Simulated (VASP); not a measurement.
# NaSc (P-6m2) in VASP: further runs, part 2 of 2

VASP 6.6.1.

### 4 Single point, PBE, collinear spin, ferromagnetic start

This run uses another cell than the first one, of 27.84 Å³/atom, 0.991 times its volume.

Contents of INCAR:

```
PREC = Accurate ; ENCUT = 520
EDIFF = 1E-7 ; ISMEAR = 0
SIGMA = 0.1 ; LREAL = F
LASPH = T ; NELM = 150
ALGO = Normal ; ISIF = 2
LWAVE = F ; LCHARG = F
ISPIN = 2 ; MAGMOM = 0 1
LORBIT = 11 ; LMAXMIX = 4
GGA = PE ; NBANDS = 20
```

Contents of KPOINTS:

```
regular mesh
0
Gamma
  6 6 4
```

Contents of POSCAR:

```
NaSc
1.0
    3.2557292720      0.0000000000      0.0000000000
   -1.6278646360      2.8195442574      0.0000000000
    0.0000000000      0.0000000000      6.0645141420
Na Sc
1 1
Direct
    0.0000000000      0.0000000000      0.5000000000
    0.3333333333      0.6666666667      0.0000000000
```

Potentials or basis: VASP PAW PBE potentials, release 64 (Na_pv, Sc_sv).

Run with:

```bash
> cat potpaw_PBE.64/Na_pv/POTCAR potpaw_PBE.64/Sc_sv/POTCAR > POTCAR
> mpirun -np 1 vasp_std > vasp.out
```

OUTCAR:

```text
PREC = Accurate
   ENCUT = 520
   EDIFF = 1E-7
   ISMEAR = 0
   LREAL = F
   LASPH = T
   NELM = 150
   ISIF = 2
   ISPIN = 2
   LORBIT = 11
   GGA = PE

 ion  position               nearest neighbor table
   1  0.000  0.000  0.500-
   2  0.333  0.667  0.000-

  LATTYP: Found a hexagonal cell.
 ALAT       =     3.2557292720
 C/A-ratio  =     1.8627206488

  Lattice vectors:

 A1 = (   3.2557292720,   0.0000000000,   0.0000000000)
 A2 = (  -1.6278646360,   2.8195442574,   0.0000000000)
 A3 = (   0.0000000000,   0.0000000000,   6.0645141420)

Analysis of symmetry for initial positions (statically):
=====================================================================
 Subroutine PRICEL returns:
 Original cell was already a primitive cell.

 Routine SETGRP: Setting up the symmetry group for a
 hexagonal supercell.

 Subroutine GETGRP returns: Found 12 space group operations
 (whereof 12 operations were pure point group operations)
 out of a pool of 24 trial point group operations.

The static configuration has the point symmetry D_3h.

Analysis of symmetry for dynamics (positions and initial velocities):
=====================================================================
 Subroutine PRICEL returns:
 Original cell was already a primitive cell.

 Routine SETGRP: Setting up the symmetry group for a
 hexagonal supercell.

 Subroutine GETGRP returns: Found 12 space group operations
 (whereof 12 operations were pure point group operations)
 out of a pool of 24 trial point group operations.

The dynamic configuration has the point symmetry D_3h.

Analysis of structural, dynamic, and magnetic symmetry:
=====================================================================
 Subroutine PRICEL returns:
 Original cell was already a primitive cell.

 Routine SETGRP: Setting up the symmetry group for a
 hexagonal supercell.

 Subroutine GETGRP returns: Found 12 space group operations
 (whereof 12 operations were pure point group operations)
 out of a pool of 24 trial point group operations.

The overall configuration has the point symmetry D_3h.

 Subroutine INISYM returns: Found 12 space group operations
 (whereof 12 operations are pure point group operations),
 and found     1 'primitive' translations

----------------------------------------------------------------------------------------

                                     Primitive cell

  volume of cell :      55.6703

  direct lattice vectors                    reciprocal lattice vectors
     3.255729272  0.000000000  0.000000000     0.307150846  0.177333624  0.000000000
    -1.627864636  2.819544257  0.000000000     0.000000000  0.354667247  0.000000000
     0.000000000  0.000000000  6.064514142     0.000000000  0.000000000  0.164893671

  length of vectors
     3.255729272  3.255729272  6.064514142     0.354667247  0.354667247  0.164893671

  position of ions in fractional coordinates (direct lattice)
     0.000000000  0.000000000  0.500000000
     0.333333333  0.666666667  0.000000000

  ion indices of the primitive-cell ions
   primitive index   ion index
                 1           1
[... 58 lines left out ...]
   NGXF,Y,Z  is equivalent  to a cutoff of  24.51, 24.51, 26.32 a.u.
 SYSTEM =  unknown system
   PREC   = accura    normal or accurate (medium, high low for compatibility)
   ISTART =      0    job   : 0-new  1-cont  2-samecut
   ICHARG =      2    charge: 1-file 2-atom 10-const
   ISPIN  =      2    spin polarized calculation?
   LNONCOLLINEAR =      F non collinear calculations
   LSORBIT =      F    spin-orbit coupling
   LASPH  =      T    aspherical Exc in radial PAW
   ENCUT  =  520.0 eV  38.22 Ry    6.18 a.u.   6.05  6.05 11.28*2*pi/ulx,y,z
   NELM   =    150;   NELMIN=  2; NELMDL= -5     # of ELM steps
   EDIFF  = 0.1E-06   stopping-criterion for ELM
   LREAL  =      F    real-space projection
   EDIFFG = 0.1E-05   stopping-criterion for IOM
   NSW    =      0    number of steps for IOM
   IBRION =     -1    ionic relax: 0-MD 1-quasi-New 2-CG
   NFREE  =      0    steps in history (QN), initial steepest desc. (CG)
   ISIF   =      2    stress and relaxation
   ISYM   =      2    0-nonsym 1-usesym 2-fastsym
   POTIM  = 0.5000    time-step for ionic-motion
   TEBEG  =    0.0;   TEEND  =   0.0 temperature during run
   PSTRESS=    0.0 pullay stress
   NELECT =      18.0000    total number of electrons
   NUPDOWN=      -1.0000    fix difference up-down
   EMIN   =  10.00;   EMAX   =-10.00  energy-range for DOS
   EFERMI =   0.00;   METHOD = LEGACY
   ISMEAR =     0;   SIGMA  =   0.10  broadening in eV -4-tet -1-fermi 0-gaus
   EFERMI_NEDOS =   21; number of points for ismear=-14 and -15
   IALGO  =     38    algorithm
   IMIX   =      4    mixing-type and parameters
     AMIX     =   0.40;   BMIX     =  1.00
     AMIX_MAG =   1.60;   BMIX_MAG =  1.00
  volume/ion in A,a.u.               =      27.84       187.84
  Fermi-wavevector in a.u.,A,eV,Ry     =   1.123633  2.123359 17.178059  1.262552
  Thomas-Fermi vector in A             =   2.260301
   LORBIT       =     11    0 simple, 1 ext, 2 COOP (PROOUT), +10 PAW based schemes
   GGA     = PE    functional components
   LHFCALC =     F    Hartree Fock is set to
   AEXX    =    0.0000 exact exchange contribution
   IVDW    =     0    specifies the selected vdW correction
   LEPSILON=     F    determine dielectric tensor
   LRPA    =     F    only Hartree local field effects (RPA)
 spin polarized calculation
 Gauss-broadening in eV      SIGMA  =   0.10
  energy-cutoff  :      520.00
  volume of cell :       55.67
 maximum number of plane-waves:      1530
   NGX = 13   NGY = 13   NGZ = 23

 number of electron      17.9999989 magnetization       0.1298116

 Free energy of the ion-electron system (eV)
  ---------------------------------------------------
  ext. energy  EPLUGINS =         0.00000000
  ---------------------------------------------------
  free energy    TOTEN  =        -6.86926464 eV

  energy without entropy =       -6.85454887  energy(sigma->0) =       -6.86190676

 E-fermi :   2.0775     XC(G=0):  -8.3597

 val. band max:        2.0643854861   @ k =   0.3333   0.1667   0.0000
 cond. band min:       2.0777756166   @ k =   0.3333   0.3333   0.5000
 fundamental gap:      0.0133901305
 Fermi energy:         2.0775055945

 spin component 1

 k-point     1 :       0.0000    0.0000    0.0000
  band No.  band energies     occupation
      1     -47.9059      1.00000
      2     -26.5576      1.00000
      3     -26.3507      1.00000
      4     -26.3507      1.00000
      5     -22.1493      1.00000
      6     -22.1493      1.00000
[... 459 lines left out ...]
      6     -22.2236      1.00000
[... 12 lines left out ...]
     19      12.8121      0.00000
     20      13.5483      0.00000
 Fermi energy:         2.0775055945

 spin component 2

 k-point     1 :       0.0000    0.0000    0.0000
  band No.  band energies     occupation
      1     -47.8466      1.00000
      2     -26.5204      1.00000
      3     -26.2800      1.00000
      4     -26.2800      1.00000
      5     -22.1489      1.00000
      6     -22.1489      1.00000
[... 472 lines left out ...]
     19      12.8487      0.00000
     20      13.6618      0.00000

------------------------ aborting loop because EDIFF is reached ----------------------------------------

  FORCE on cell =-STRESS in cart. coord.  units (eV):
  Direction    XX          YY          ZZ          XY          YZ          ZX
  --------------------------------------------------------------------------------------
  -------------------------------------------------------------------------------------
  Total       -0.0026729     -0.0026729      0.1057097      0.0000000     -0.0000000      0.0000000
  in kB       -0.0769247     -0.0769247      3.0423001      0.0000000     -0.0000000      0.0000000
  external PRESSURE =       0.9628169 kB  Pullay stress =       0.0000000 kB

 VOLUME and BASIS-vectors are now :
 -----------------------------------------------------------------------------
  energy-cutoff  :      520.00
  volume of cell :       55.67
      direct lattice vectors                 reciprocal lattice vectors
     3.255729272  0.000000000  0.000000000     0.307150846  0.177333624  0.000000000
    -1.627864636  2.819544257  0.000000000     0.000000000  0.354667247  0.000000000
     0.000000000  0.000000000  6.064514142     0.000000000  0.000000000  0.164893671

 POSITION                                       TOTAL-FORCE (eV/Angst)
 -----------------------------------------------------------------------------------
      0.00000      0.00000      3.03226        -0.000000      0.000000      0.000000
     -0.00000      1.87970      0.00000         0.000000      0.000000      0.000000
 -----------------------------------------------------------------------------------
    total drift:                                0.000000     -0.000000     -0.000000

  FREE ENERGIE OF THE ION-ELECTRON SYSTEM (eV)
  ---------------------------------------------------
  free  energy   TOTEN  =        -6.8692646448 eV

  energy  without entropy=       -6.8545488746  energy(sigma->0) =       -6.86190676

 total charge

# of ion       s       p       d       tot
------------------------------------------
    1        0.117   5.980   0.000   6.097
    2        2.273   6.056   0.982   9.312
--------------------------------------------------
tot          2.390  12.037   0.982  15.409

 magnetization (x)

# of ion       s       p       d       tot
------------------------------------------
    1        0.001   0.000   0.000   0.001
    2       -0.000   0.008   0.066   0.074
--------------------------------------------------
tot          0.001   0.009   0.066   0.075
```

Run time: 26 s. Hardware: 1 thread of Intel Xeon 6975P-C (Granite Rapids), shared host; peak memory 0.2 GiB.

What came out:

```yaml
Free_energy: -6.8693 eV
Pressure: 0.1 GPa
Net_moment: 0.13 μB per cell
Site_moments: Na +0.00; Sc +0.07 μB
Valence_electrons_inside_the_program's_atomic_spheres: Na 6.10; Sc 9.31
```

Stress tensor (GPa, compression positive):
```
-0.01  0.00  0.00
 0.00 -0.01  0.00
 0.00  0.00  0.30
```

Caveat: the k points lie up to 0.37 Å⁻¹ apart.

### 5 Summary

| task | spin | cell | k mesh | cutoff (eV) | gap on the mesh (eV) | pressure (GPa) |
| --- | --- | --- | --- | --- | --- | --- |
| single point | off | a = 3.262, b = 3.262, c = 6.098 Å, angles 90.0, 90.0, 120.0°, 2 atoms | 18 × 18 × 10 | 520 | none | 0.0 |
| relaxation of cell and atoms | off | relaxed from a = 3.256, b = 3.256, c = 6.065 Å, angles 90.0, 90.0, 120.0°, 2 atoms | 18 × 18 × 10 | 600 | none | 0.0 |
| single point | collinear, ferromagnetic start | a = 3.256, b = 3.256, c = 6.065 Å, angles 90.0, 90.0, 120.0°, 2 atoms | 6 × 6 × 4 | 520 | none | 0.1 |

Alike in all rows: level PBE; potentials or basis VASP PAW PBE potentials, release 64 (Na_pv, Sc_sv); smearing gaussian 0.1 eV.

Caveats: some runs use coarse meshes.

Absolute energies hang on the potentials; compare differences alone.
